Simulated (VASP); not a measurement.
# MgTiS3: relaxation of cell and atoms with PBEsol

Crystal: MgTiS3.

```
Mg Ti S
1.0
     5.30658    0.00000    0.00000
     0.00000    5.30658    0.00000
     0.00000    0.00000    5.30658
Mg Ti S
1 1 3
Direct
  0.00000 0.00000 0.00000
  0.50000 0.50000 0.50000
  0.50000 0.50000 0.00000
  0.50000 0.00000 0.50000
  0.00000 0.50000 0.50000
```

```json
{
 "Program": "VASP 6.6.1",
 "Task": "relaxation of cell and atoms",
 "Functional": "PBEsol",
 "Potentials or basis": "VASP PAW PBE potentials, release 64 (Mg, Ti_sv, S)",
 "Cutoff": "600 eV",
 "k mesh": "4 × 4 × 4",
 "Occupations": "fermi-dirac, width 0.03 eV",
 "Spin": "no spin polarisation",
 "Dipole correction": "no",
 "Further INCAR settings": "ALGO = Normal; EDIFF = 1e-07; IBRION = 2; EDIFFG = -0.01; NSW = 100; ISIF = 3"
}
```

| Property | Result |
| --- | --- |
| Relaxed volume | 20.07 Å³/atom |
| Relaxed cell | a = 4.647 Å, b = 4.647 Å, c = 4.647 Å, α = 90.00°, β = 90.00°, γ = 90.00° |
| Space group after relaxing (to 0.05 Å) | Pm-3m (No. 221) |
| Energy gained by relaxing | 614.4 meV/atom |
| Ionic steps | 3 |
| Pressure after relaxing | 0.0 GPa |

Step by step:
```tsv
step	energy change (eV)	largest force (eV/Å)	pressure (GPa)	volume (Å³)
1	0.0000	0.0000	-14.06	149.43
2	-3.0702	0.0000	0.67	99.57
3	-3.0719	0.0000	0.02	100.33
```

Final structure:
```yaml
crystal:
  lattice:
    - [4.64671, 0.00000, 0.00000]
    - [0.00000, 4.64671, 0.00000]
    - [0.00000, 0.00000, 4.64671]
  atoms:
    - { symbol: Mg, position: [0.00000, 0.00000, 0.00000] }
    - { symbol: Ti, position: [0.50000, 0.50000, 0.50000] }
    - { symbol: S, position: [0.50000, 0.50000, 0.00000] }
    - { symbol: S, position: [0.50000, 0.00000, 0.50000] }
    - { symbol: S, position: [0.00000, 0.50000, 0.50000] }
```

Levels at points of the mesh, in eV from the Fermi level:
```tsv
k point	band 14	band 15	band 16	band 17	band 18	band 19
(0.00, 0.00, 0.00)	-0.50	-0.43	-0.43	-0.43	-0.07	-0.07
(0.50, 0.00, 0.00)	-2.01	-0.63	-0.63	0.00	1.69	2.03
(0.50, 0.50, 0.00)	-2.59	-2.59	0.26	1.04	2.08	2.08
(0.50, 0.50, 0.50)	-0.78	0.31	0.31	0.31	2.01	2.01
```

It took 2.2 min on 1 thread of AMD EPYC 7R13 Processor (Zen 3), on a shared host, peak memory 0.26 GiB.

Caveat: the volume moved by over 15 % at a fixed basis, so the end points are rough; the bands computed are all filled at some k points, so no gap is given; the PAW data sets were made with another functional, which shifts forces and pressure a little.
